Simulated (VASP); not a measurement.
SiGe4, 5 atoms in the cell. The cell holds a slab with vacuum, 5 atoms: a = 4.074 Å, b = 4.074 Å, c = 19.740 Å, α = 90.00°, β = 90.00°, γ = 120.00°. 

| Quantity | Value |
| --- | --- |
| Program | VASP 6.6.1 |
| Task | single point |
| Functional | PBE |
| Potentials or basis | VASP PAW PBE potentials, release 64 (Ge_d, Si) |
| Cutoff | 410 eV |
| k mesh | 14 × 14 × 1 |
| Occupations | gaussian, width 0.1 eV |
| Spin | no spin polarisation |
| Dipole correction | yes |
| Mended | yes |
| Further INCAR settings | ALGO = Normal; EDIFF = 1e-06; NBANDS = 38; NELMDL = -8 |

Potentials or basis: VASP PAW PBE potentials, release 64 (Ge_d, Si).

Run with:

```sh
$ cat potpaw_PBE.64/Ge_d/POTCAR potpaw_PBE.64/Si/POTCAR > POTCAR
$ mpirun -np 1 vasp_std > vasp.out
```

Hardware: 1 thread of AMD EPYC 7571 (shared host).

Task: How long does it take, and how much memory?

Result: Wall time 13 min on 1 thread of AMD EPYC 7571, on a shared host, peak memory 0.36 GiB. Counts: scf iterations 28, k points 24.
